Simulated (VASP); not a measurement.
Write the native input for VASP 6.6.1 that does the following.

* Task: single point
* Functional: PBE
* Potentials or basis: VASP PAW PBE potentials, release 64 (Ba_sv, Ti_sv, O)
* Cutoff: 520 eV
* k mesh: 3 × 3 × 3
* Occupations: fermi-dirac, width 0.05 eV
* Spin: no spin polarisation
* Dipole correction: no
* Further INCAR settings: ALGO = Normal; EDIFF = 1e-07; NBANDS = 28

The structure of BaTiO3 lies in POSCAR:

```
BaTiO3
1.0
    2.8276681600      1.6325549700      2.3177316100
   -2.8276681600      1.6325549700      2.3177316100
    0.0000000000     -3.2651099400      2.3177316100
Ba Ti O
1 1 3
Direct
    0.0334731600      0.9884685300      0.0018377600
    0.5061032600      0.5274847800      0.5372321600
    0.4862471500      0.4971470800      0.9711514600
    0.4740898700      0.9864150100      0.4720123700
    0.9787865600      0.4791845900      0.4964662400
```

The input as run:

INCAR

```
SYSTEM = BaTiO3
  PREC = Accurate
  ENCUT = 520
  EDIFF = 1E-7
  ISMEAR = -1
  SIGMA = 0.05
  LREAL = .False.
  LASPH = .True.
  NELM = 100
  ALGO = Normal
  ISIF = 2
  LWAVE = .False.
  LCHARG = .False.
  GGA = PE
  NBANDS = 28
```

KPOINTS

```
regular mesh
0
Gamma
  3 3 3
  0 0 0
```

Potentials or basis: VASP PAW PBE potentials, release 64 (Ba_sv, Ti_sv, O).

Launch:

```bash
$ cat potpaw_PBE.64/Ba_sv/POTCAR potpaw_PBE.64/Ti_sv/POTCAR potpaw_PBE.64/O/POTCAR > POTCAR
$ mpirun -np 1 vasp_std > vasp.out
```

It gave:

* Pressure: 11.4 GPa
* Largest force: 2.198 eV/Å
* Band gap on the k mesh: 2.99 eV, indirect (least direct gap 3.31 eV)

Caveat: the k points lie up to 0.52 Å⁻¹ apart; spin-orbit coupling is left out, which moves the levels of the heavy elements; forces of over 1 eV/Å act on the atoms, so gaps and moduli don't describe the material at rest.

Run time: 20 s on 1 thread of Intel Xeon 6975P-C, on a shared host, peak memory 0.18 GiB.
